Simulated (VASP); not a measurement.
# FeSi (P2_13) in VASP: notebook, part 2 of 2

VASP 6.6.1. Earlier steps stand in the parts before.

### Step 3. Single point, r2SCAN (8.11 Å³/atom)

This run uses another cell than the first one, of 8.11 Å³/atom.

POSCAR

```
FeSi
1.0
    4.0181588074      0.0000000000      0.0000000000
    0.0000000000      4.0181588074      0.0000000000
    0.0000000000      0.0000000000      4.0181588074
Fe Si
4 4
Direct
    0.1436113690      0.1436113690      0.1436113690
    0.3563886310      0.8563886310      0.6436113690
    0.6436113690      0.3563886310      0.8563886310
    0.8563886310      0.6436113690      0.3563886310
    0.8443989367      0.8443989367      0.8443989367
    0.6556010633      0.1556010633      0.3443989367
    0.3443989367      0.6556010633      0.1556010633
    0.1556010633      0.3443989367      0.6556010633
```

INCAR.step1

```
PREC = Accurate
ENCUT = 520
ISMEAR = 0
SIGMA = 0.05
LREAL = F
LASPH = T
NELM = 100
NBANDS = 34
GGA = PE
ALGO = Normal
EDIFF = 1E-4
LWAVE = T
LCHARG = F
```

INCAR.step2

```
PREC = Accurate
ENCUT = 520
EDIFF = 1E-7
ISMEAR = 0
SIGMA = 0.05
LREAL = F
LASPH = T
NELM = 100
ALGO = Normal
ISIF = 2
LWAVE = F
LCHARG = F
METAGGA = R2SCAN
LMIXTAU = T
NBANDS = 34
ISTART = 1
```

KPOINTS

```
regular mesh
0
Gamma
  8 8 8
```

Potentials or basis: VASP PAW PBE potentials, release 64 (Fe, Si).

Command:

```bash
> cat potpaw_PBE.64/Fe/POTCAR potpaw_PBE.64/Si/POTCAR > POTCAR
> cp INCAR.step1 INCAR
> mpirun -np 1 vasp_std > vasp.out
> cp INCAR.step2 INCAR
> mpirun -np 1 vasp_std > vasp.out
```

OUTCAR:

```text
PREC = Accurate
   ENCUT = 520
   EDIFF = 1E-7
   ISMEAR = 0
   LREAL = F
   LASPH = T
   NELM = 100
   ISIF = 2
   METAGGA = R2SCAN
   ISTART = 1

 ion  position               nearest neighbor table
   1  0.144  0.144  0.144-   5 2.08   6 2.12   8 2.12   7 2.12   7 2.21   8 2.21   6 2.21   3 2.47
                             4 2.47   2 2.47   2 2.47   4 2.47   3 2.47
   2  0.356  0.856  0.644-   6 2.08   5 2.12   7 2.12   8 2.12   7 2.21   8 2.21   5 2.21   1 2.47
                             1 2.47   3 2.47   3 2.47   4 2.47   4 2.47
   3  0.644  0.356  0.856-   7 2.08   6 2.12   8 2.12   5 2.12   8 2.21   6 2.21   5 2.21   1 2.47
                             4 2.47   2 2.47   2 2.47   4 2.47   1 2.47
   4  0.856  0.644  0.356-   8 2.08   7 2.12   5 2.12   6 2.12   6 2.21   5 2.21   7 2.21   1 2.47
                             3 2.47   2 2.47   1 2.47   2 2.47   3 2.47
   5  0.844  0.844  0.844-   1 2.08   2 2.12   4 2.12   3 2.12   3 2.21   4 2.21   2 2.21   6 2.49
                             7 2.49   8 2.49   6 2.49   8 2.49   7 2.49
   6  0.656  0.156  0.344-   2 2.08   1 2.12   3 2.12   4 2.12   3 2.21   4 2.21   1 2.21   8 2.49
                             5 2.49   5 2.49   7 2.49   7 2.49   8 2.49
   7  0.344  0.656  0.156-   3 2.08   2 2.12   4 2.12   1 2.12   4 2.21   2 2.21   1 2.21   8 2.49
                             5 2.49   8 2.49   6 2.49   6 2.49   5 2.49
   8  0.156  0.344  0.656-   4 2.08   3 2.12   1 2.12   2 2.12   2 2.21   1 2.21   3 2.21   7 2.49
                             5 2.49   7 2.49   5 2.49   6 2.49   6 2.49

  LATTYP: Found a simple cubic cell.
 ALAT       =     4.0181588074

  Lattice vectors:

 A1 = (   4.0181588074,   0.0000000000,   0.0000000000)
 A2 = (   0.0000000000,   4.0181588074,   0.0000000000)
 A3 = (   0.0000000000,   0.0000000000,   4.0181588074)

Analysis of symmetry for initial positions (statically):
=====================================================================
 Subroutine PRICEL returns:
 Original cell was already a primitive cell.

 Routine SETGRP: Setting up the symmetry group for a
 simple cubic supercell.

 Subroutine GETGRP returns: Found 12 space group operations
 (whereof  3 operations were pure point group operations)
 out of a pool of 48 trial point group operations.

The static configuration has the point symmetry C_3 .
 The point group associated with its full space group is T   .

Analysis of symmetry for dynamics (positions and initial velocities):
=====================================================================
 Subroutine PRICEL returns:
 Original cell was already a primitive cell.

 Routine SETGRP: Setting up the symmetry group for a
 simple cubic supercell.

 Subroutine GETGRP returns: Found 12 space group operations
 (whereof  3 operations were pure point group operations)
 out of a pool of 48 trial point group operations.

The dynamic configuration has the point symmetry C_3 .
 The point group associated with its full space group is T   .

 Subroutine INISYM returns: Found 12 space group operations
 (whereof  3 operations are pure point group operations),
 and found     1 'primitive' translations

----------------------------------------------------------------------------------------

                                     Primitive cell

  volume of cell :      64.8756

  direct lattice vectors                    reciprocal lattice vectors
     4.018158807  0.000000000  0.000000000     0.248870203  0.000000000  0.000000000
     0.000000000  4.018158807  0.000000000     0.000000000  0.248870203  0.000000000
     0.000000000  0.000000000  4.018158807     0.000000000  0.000000000  0.248870203

  length of vectors
[... 80 lines left out ...]
   dimension x,y,z NGXF=    60 NGYF=   60 NGZF=   60
   ions per type =               4   4
   NGX,Y,Z   is equivalent  to a cutoff of  12.41, 12.41, 12.41 a.u.
   NGXF,Y,Z  is equivalent  to a cutoff of  24.82, 24.82, 24.82 a.u.
 SYSTEM =  unknown system
   PREC   = accura    normal or accurate (medium, high low for compatibility)
   ISTART =      1    job   : 0-new  1-cont  2-samecut
   ICHARG =      0    charge: 1-file 2-atom 10-const
   ISPIN  =      1    spin polarized calculation?
   LNONCOLLINEAR =      F non collinear calculations
   LSORBIT =      F    spin-orbit coupling
   LASPH  =      T    aspherical Exc in radial PAW
   ENCUT  =  520.0 eV  38.22 Ry    6.18 a.u.   7.47  7.47  7.47*2*pi/ulx,y,z
   NELM   =    100;   NELMIN=  2; NELMDL=  0     # of ELM steps
   EDIFF  = 0.1E-06   stopping-criterion for ELM
   LREAL  =      F    real-space projection
   EDIFFG = 0.1E-05   stopping-criterion for IOM
   NSW    =      0    number of steps for IOM
   IBRION =     -1    ionic relax: 0-MD 1-quasi-New 2-CG
   NFREE  =      0    steps in history (QN), initial steepest desc. (CG)
   ISIF   =      2    stress and relaxation
   ISYM   =      2    0-nonsym 1-usesym 2-fastsym
   POTIM  = 0.5000    time-step for ionic-motion
   TEBEG  =    0.0;   TEEND  =   0.0 temperature during run
   PSTRESS=    0.0 pullay stress
   NELECT =      48.0000    total number of electrons
   NUPDOWN=      -1.0000    fix difference up-down
   EMIN   =  10.00;   EMAX   =-10.00  energy-range for DOS
   EFERMI =   0.00;   METHOD = LEGACY
   ISMEAR =     0;   SIGMA  =   0.05  broadening in eV -4-tet -1-fermi 0-gaus
   EFERMI_NEDOS =   21; number of points for ismear=-14 and -15
   IALGO  =     38    algorithm
   IMIX   =      4    mixing-type and parameters
     AMIX     =   0.40;   BMIX     =  1.00
     AMIX_MAG =   1.60;   BMIX_MAG =  1.00
  volume/ion in A,a.u.               =       8.11        54.73
  Fermi-wavevector in a.u.,A,eV,Ry     =   1.480681  2.798081 29.829630  2.192416
  Thomas-Fermi vector in A             =   2.594685
   LORBIT       =      0    0 simple, 1 ext, 2 COOP (PROOUT), +10 PAW based schemes
   METAGGA = R2SCAN    functional components
   LHFCALC =     F    Hartree Fock is set to
   AEXX    =    0.0000 exact exchange contribution
   IVDW    =     0    specifies the selected vdW correction
   LEPSILON=     F    determine dielectric tensor
   LRPA    =     F    only Hartree local field effects (RPA)
 non-spin polarized calculation
 Gauss-broadening in eV      SIGMA  =   0.05
  energy-cutoff  :      520.00
  volume of cell :       64.88
 maximum number of plane-waves:      1775
 NGX is ok and might be reduce to    30
   NGX = 15   NGY = 15   NGZ = 15

 number of electron      47.9999987 magnetization

 Free energy of the ion-electron system (eV)
  ---------------------------------------------------
  ext. energy  EPLUGINS =         0.00000000
  ---------------------------------------------------
  free energy    TOTEN  =       -88.40310383 eV

  energy without entropy =      -88.40310363  energy(sigma->0) =      -88.40310373

 E-fermi :  14.2480     XC(G=0): -15.5865

 val. band max:       14.1045348430   @ k =   0.3750   0.0000   0.0000
 cond. band min:      14.4049459188   @ k =   0.3750   0.1250   0.0000
 fundamental gap:      0.3004110758
 Fermi energy:        14.2480343663

 k-point     1 :       0.0000    0.0000    0.0000
  band No.  band energies     occupation
      1      -2.5334      2.00000
      2       4.1240      2.00000
      3       4.1240      2.00000
      4       4.1240      2.00000
      5       7.3040      2.00000
      6       7.3040      2.00000
[... 877 lines left out ...]
     33      20.5702      0.00000
     34      21.1889      0.00000

 [... further k-points ...]

------------------------ aborting loop because EDIFF is reached ----------------------------------------

  FORCE on cell =-STRESS in cart. coord.  units (eV):
  Direction    XX          YY          ZZ          XY          YZ          ZX
  --------------------------------------------------------------------------------------
  -------------------------------------------------------------------------------------
  Total       51.6441814     51.6441814     51.6441814     -0.0000000     -0.0000000      0.0000000
  in kB     1275.4125580   1275.4125580   1275.4125580     -0.0000000     -0.0000000      0.0000000
  external PRESSURE =    1275.4125580 kB  Pullay stress =       0.0000000 kB

 VOLUME and BASIS-vectors are now :
 -----------------------------------------------------------------------------
  energy-cutoff  :      520.00
  volume of cell :       64.88
      direct lattice vectors                 reciprocal lattice vectors
     4.018158807  0.000000000  0.000000000     0.248870203  0.000000000  0.000000000
     0.000000000  4.018158807  0.000000000     0.000000000  0.248870203  0.000000000
     0.000000000  0.000000000  4.018158807     0.000000000  0.000000000  0.248870203

 POSITION                                       TOTAL-FORCE (eV/Angst)
 -----------------------------------------------------------------------------------
      0.57705      0.57705      0.57705         0.039373      0.039373      0.039373
      1.43203      3.44111      2.58613        -0.039373     -0.039373      0.039373
      2.58613      1.43203      3.44111         0.039373     -0.039373     -0.039373
      3.44111      2.58613      1.43203        -0.039373      0.039373     -0.039373
      3.39293      3.39293      3.39293         0.002733      0.002733      0.002733
      2.63431      0.62523      1.38385        -0.002733     -0.002733      0.002733
      1.38385      2.63431      0.62523         0.002733     -0.002733     -0.002733
      0.62523      1.38385      2.63431        -0.002733      0.002733     -0.002733
 -----------------------------------------------------------------------------------
    total drift:                               -0.000001     -0.000000     -0.000000

  FREE ENERGIE OF THE ION-ELECTRON SYSTEM (eV)
  ---------------------------------------------------
  free  energy   TOTEN  =       -88.4031038321 eV

  energy  without entropy=      -88.4031036342  energy(sigma->0) =      -88.40310373
```

Wall time 3.6 min (1 thread of AMD EPYC 9R45 (Zen 5), shared host); peak memory 0.19 GiB.

What came out:

| Property | Result |
| --- | --- |
| Free energy | -88.4031 eV |
| Pressure | 127.5 GPa |
| Largest force | 0.068 eV/Å |
| Band gap on the k mesh | 0.30 eV (least direct gap 0.33 eV) |

Forces in eV/Å, atoms in the order of the input:
```
Fe   0.039  0.039  0.039
Fe  -0.039 -0.039  0.039
Fe   0.039 -0.039 -0.039
Fe  -0.039  0.039 -0.039
Si   0.003  0.003  0.003
Si  -0.003 -0.003  0.003
Si   0.003 -0.003 -0.003
Si  -0.003  0.003 -0.003
```

Levels at points of the mesh, in eV from the valence-band top:
| k point | band 21 | band 22 | band 23 | band 24 | band 25 | band 26 | band 27 | band 28 |
| --- | --- | --- | --- | --- | --- | --- | --- | --- |
| (0.00, 0.00, 0.00) | -0.57 | -0.57 | -0.24 | -0.24 | 1.13 | 1.13 | 1.13 | 4.95 |
| (0.50, 0.00, 0.00) | -0.78 | -0.78 | -0.04 | -0.04 | 0.36 | 0.36 | 2.62 | 2.62 |
| (0.50, 0.50, 0.00) | -1.58 | -1.58 | -0.70 | -0.70 | 1.07 | 1.07 | 2.17 | 2.17 |
| (0.50, 0.50, 0.50) | -1.24 | -1.24 | -1.24 | -1.24 | 0.92 | 0.92 | 0.92 | 0.92 |

Caveat: the cell stands under pressure; the PAW data sets were made with another functional, which shifts forces and pressure a little. A k mesh can miss the band edges.

### Step 4. Single point, r2SCAN (8.54 Å³/atom)

This run uses another cell than the first one, of 8.54 Å³/atom.

POSCAR

```
FeSi
1.0
    4.0874510246      0.0000000000      0.0000000000
    0.0000000000      4.0874510246      0.0000000000
    0.0000000000      0.0000000000      4.0874510246
Fe Si
4 4
Direct
    0.1427387187      0.1427387187      0.1427387187
    0.3572612813      0.8572612813      0.6427387187
    0.6427387187      0.3572612813      0.8572612813
    0.8572612813      0.6427387187      0.3572612813
    0.8439995753      0.8439995753      0.8439995753
    0.6560004247      0.1560004247      0.3439995753
    0.3439995753      0.6560004247      0.1560004247
    0.1560004247      0.3439995753      0.6560004247
```

INCAR.step1

```
PREC = Accurate ; ENCUT = 520
ISMEAR = 0 ; SIGMA = 0.05
LREAL = F ; LASPH = T
NELM = 60 ; NBANDS = 34
GGA = PE ; ALGO = Normal
EDIFF = 1E-4 ; LWAVE = T
LCHARG = F
```

INCAR.step2

```
PREC = Accurate ; ENCUT = 520
EDIFF = 1E-7 ; ISMEAR = 0
SIGMA = 0.05 ; LREAL = F
LASPH = T ; NELM = 60
ALGO = Normal ; ISIF = 2
LWAVE = F ; LCHARG = F
METAGGA = R2SCAN ; LMIXTAU = T
NBANDS = 34 ; ISTART = 1
```

KPOINTS is that of step 3.

Command:

```bash
> cat potpaw_PBE.64/Fe/POTCAR potpaw_PBE.64/Si/POTCAR > POTCAR
> cp INCAR.step1 INCAR
> mpirun -np 1 vasp_std > vasp.out
> cp INCAR.step2 INCAR
> mpirun -np 1 vasp_std > vasp.out
```

Run time: 3.8 min. Hardware: 1 thread of AMD EPYC 9R45 (Zen 5), shared host; peak memory 0.19 GiB.

Results (log left out):

- Free energy: -90.7325 eV
- Pressure: 92.6 GPa
- Largest force: 0.063 eV/Å
- Band gap on the k mesh: 0.30 eV (least direct gap 0.33 eV)

Forces on the atoms (eV/Å):
```
Fe   0.036  0.036  0.036
Fe  -0.036 -0.036  0.036
Fe   0.036 -0.036 -0.036
Fe  -0.036  0.036 -0.036
Si   0.002  0.002  0.002
Si  -0.002 -0.002  0.002
Si   0.002 -0.002 -0.002
Si  -0.002  0.002 -0.002
```

Levels at points of the mesh, in eV from the valence-band top:
| k point | band 20 | band 21 | band 22 | band 23 | band 24 | band 25 | band 26 | band 27 | band 28 | band 29 |
| --- | --- | --- | --- | --- | --- | --- | --- | --- | --- | --- |
| (0.00, 0.00, 0.00) | -0.53 | -0.53 | -0.53 | -0.21 | -0.21 | 1.06 | 1.06 | 1.06 | 4.65 | 4.65 |
| (0.50, 0.00, 0.00) | -1.97 | -0.72 | -0.72 | -0.05 | -0.05 | 0.36 | 0.36 | 2.48 | 2.48 | 3.68 |
| (0.50, 0.50, 0.00) | -1.91 | -1.49 | -1.49 | -0.64 | -0.64 | 1.00 | 1.00 | 2.04 | 2.04 | 4.24 |
| (0.50, 0.50, 0.50) | -1.16 | -1.14 | -1.14 | -1.14 | -1.14 | 0.87 | 0.87 | 0.87 | 0.87 | 7.89 |

Caveat: the cell stands under pressure; the PAW data sets were made with another functional, which shifts forces and pressure a little.

### Step 5. Single point, r2SCAN (8.96 Å³/atom)

This run uses another cell than the first one, of 8.96 Å³/atom.

POSCAR

```
FeSi
1.0
    4.1544703301      0.0000000000      0.0000000000
    0.0000000000      4.1544703301      0.0000000000
    0.0000000000      0.0000000000      4.1544703301
Fe Si
4 4
Direct
    0.1417848275      0.1417848275      0.1417848275
    0.3582151725      0.8582151725      0.6417848275
    0.6417848275      0.3582151725      0.8582151725
    0.8582151725      0.6417848275      0.3582151725
    0.8435577563      0.8435577563      0.8435577563
    0.6564422437      0.1564422437      0.3435577563
    0.3435577563      0.6564422437      0.1564422437
    0.1564422437      0.3435577563      0.6564422437
```

INCAR.step1

```
ALGO     = Normal         # electronic algorithm
EDIFF    = 1E-4           # SCF threshold, eV
ENCUT    = 520            # plane-wave cutoff, eV
GGA      = PE             # functional
ISMEAR   = 0              # smearing method
LASPH    = T              # aspherical terms in the spheres
LCHARG   = F              # write CHGCAR
LREAL    = F              # projectors in reciprocal space
LWAVE    = T              # write WAVECAR
NBANDS   = 34             # bands
NELM     = 80             # most SCF steps
PREC     = Accurate       # precision mode
SIGMA    = 0.05           # smearing width, eV
```

INCAR.step2

```
ALGO     = Normal         # electronic algorithm
EDIFF    = 1E-7           # SCF threshold, eV
ENCUT    = 520            # plane-wave cutoff, eV
ISIF     = 2              # what is computed and relaxed
ISMEAR   = 0              # smearing method
ISTART   = 1            
LASPH    = T              # aspherical terms in the spheres
LCHARG   = F              # write CHGCAR
LMIXTAU  = T            
LREAL    = F              # projectors in reciprocal space
LWAVE    = F              # write WAVECAR
METAGGA  = R2SCAN         # meta-GGA
NBANDS   = 34             # bands
NELM     = 80             # most SCF steps
PREC     = Accurate       # precision mode
SIGMA    = 0.05           # smearing width, eV
```

KPOINTS

```
k-points
0
Gamma
  8 8 8
```

Command:

```bash
> cat potpaw_PBE.64/Fe/POTCAR potpaw_PBE.64/Si/POTCAR > POTCAR
> cp INCAR.step1 INCAR
> mpirun -np 1 vasp_std > vasp.out
> cp INCAR.step2 INCAR
> mpirun -np 1 vasp_std > vasp.out
```

Wall time 4.6 min (1 thread of AMD EPYC 9R45 (Zen 5), shared host); peak memory 0.21 GiB.

It converged, with:

```
Free energy            : -92.3983 eV
Pressure               : 65.0 GPa
Largest force          : 0.059 eV/Å
Band gap on the k mesh : 0.30 eV (least direct gap 0.33 eV)
```

Forces in eV/Å, atoms in the order of the input:
```
Fe   0.034  0.034  0.034
Fe  -0.034 -0.034  0.034
Fe   0.034 -0.034 -0.034
Fe  -0.034  0.034 -0.034
Si   0.001  0.001  0.001
Si  -0.001 -0.001  0.001
Si   0.001 -0.001 -0.001
Si  -0.001  0.001 -0.001
```

Levels at points of the mesh, in eV from the valence-band top:
```tsv
k point	band 21	band 22	band 23	band 24	band 25	band 26	band 27	band 28
(0.00, 0.00, 0.00)	-0.49	-0.49	-0.19	-0.19	1.01	1.01	1.01	4.37
(0.50, 0.00, 0.00)	-0.66	-0.66	-0.05	-0.05	0.36	0.36	2.35	2.35
(0.50, 0.50, 0.00)	-1.40	-1.40	-0.59	-0.59	0.95	0.95	1.92	1.92
(0.50, 0.50, 0.50)	-1.06	-1.06	-1.06	-1.06	0.83	0.83	0.83	0.83
```

Caveat: the cell stands under pressure; the PAW data sets were made with another functional, which shifts forces and pressure a little.

### Step 6. Single point, r2SCAN (9.39 Å³/atom)

This run uses another cell than the first one, of 9.39 Å³/atom.

POSCAR

```
FeSi
1.0
    4.2193944156      0.0000000000      0.0000000000
    0.0000000000      4.2193944156      0.0000000000
    0.0000000000      0.0000000000      4.2193944156
Fe Si
4 4
Direct
    0.1407198974      0.1407198974      0.1407198974
    0.3592801026      0.8592801026      0.6407198974
    0.6407198974      0.3592801026      0.8592801026
    0.8592801026      0.6407198974      0.3592801026
    0.8430639529      0.8430639529      0.8430639529
    0.6569360471      0.1569360471      0.3430639529
    0.3430639529      0.6569360471      0.1569360471
    0.1569360471      0.3430639529      0.6569360471
```

INCAR.step1

```
PREC = Accurate ; ENCUT = 520
ISMEAR = 0 ; SIGMA = 0.05
LREAL = F ; LASPH = T
NELM = 80 ; NBANDS = 34
GGA = PE ; ALGO = Normal
EDIFF = 1E-4 ; LWAVE = T
LCHARG = F
```

INCAR.step2

```
PREC = Accurate ; ENCUT = 520
EDIFF = 1E-7 ; ISMEAR = 0
SIGMA = 0.05 ; LREAL = F
LASPH = T ; NELM = 80
ALGO = Normal ; ISIF = 2
LWAVE = F ; LCHARG = T
METAGGA = R2SCAN ; LMIXTAU = T
LELF = T ; LVHAR = T
NBANDS = 34 ; ISTART = 1
```

KPOINTS

```
Automatic mesh
0
Gamma
  8 8 8
```

Potentials or basis: VASP PAW PBE potentials, release 64 (Fe, Si).

Command:

```bash
> cat potpaw_PBE.64/Fe/POTCAR potpaw_PBE.64/Si/POTCAR > POTCAR
> cp INCAR.step1 INCAR
> mpirun -np 1 vasp_std > vasp.out
> cp INCAR.step2 INCAR
> mpirun -np 1 vasp_std > vasp.out
```

Wall time 3.9 min (1 thread of AMD EPYC 9R45 (Zen 5), shared host); peak memory 0.22 GiB.

It converged, with:

| Item | Value |
| --- | --- |
| Free energy | -93.5375 eV |
| Pressure | 43.0 GPa |
| Largest force | 0.055 eV/Å |
| Band gap on the k mesh | 0.31 eV (least direct gap 0.33 eV) |

Forces on the atoms (eV/Å):
```
Fe   0.031  0.031  0.031
Fe  -0.031 -0.031  0.031
Fe   0.031 -0.031 -0.031
Fe  -0.031  0.031 -0.031
Si   0.000  0.000  0.000
Si   0.000  0.000  0.000
Si   0.000  0.000  0.000
Si   0.000  0.000  0.000
```

Levels at points of the mesh, in eV from the valence-band top:
```
           k point  band 22  band 23  band 24  band 25  band 26  band 27
(0.00, 0.00, 0.00)    -0.46    -0.17    -0.17     0.96     0.96     0.96
(0.50, 0.00, 0.00)    -0.61    -0.05    -0.05     0.36     0.36     2.24
(0.50, 0.50, 0.00)    -1.32    -0.55    -0.55     0.91     0.91     1.82
(0.50, 0.50, 0.50)    -0.98    -0.98    -0.98     0.80     0.80     0.80
```

Caveat: the cell stands under pressure; the PAW data sets were made with another functional, which shifts forces and pressure a little. A k mesh can miss the band edges.

### Step 7. The runs side by side

```tsv
cell	gap on the mesh (eV)	pressure (GPa)	largest force (eV/Å)
a = 3.946 Å, 8 atoms, atomic positions A	0.30	171.7	0.07
a = 4.018 Å, 8 atoms, atomic positions B	0.30	127.5	0.07
a = 4.087 Å, 8 atoms, atomic positions C	0.30	92.6	0.06
a = 4.154 Å, 8 atoms, atomic positions D	0.30	65.0	0.06
a = 4.219 Å, 8 atoms, atomic positions E	0.31	43.0	0.05
```

Alike in all rows: task single point; level r2SCAN; potentials or basis VASP PAW PBE potentials, release 64 (Fe, Si); no spin polarisation; k mesh 8 × 8 × 8; cutoff (eV) 520; smearing gaussian 0.05 eV.

Caveats: the cell stands under pressure; the PAW data sets were made with another functional, which shifts forces and pressure a little.

Total energies depend on the potentials used, so only differences within one code and one set of settings carry meaning.
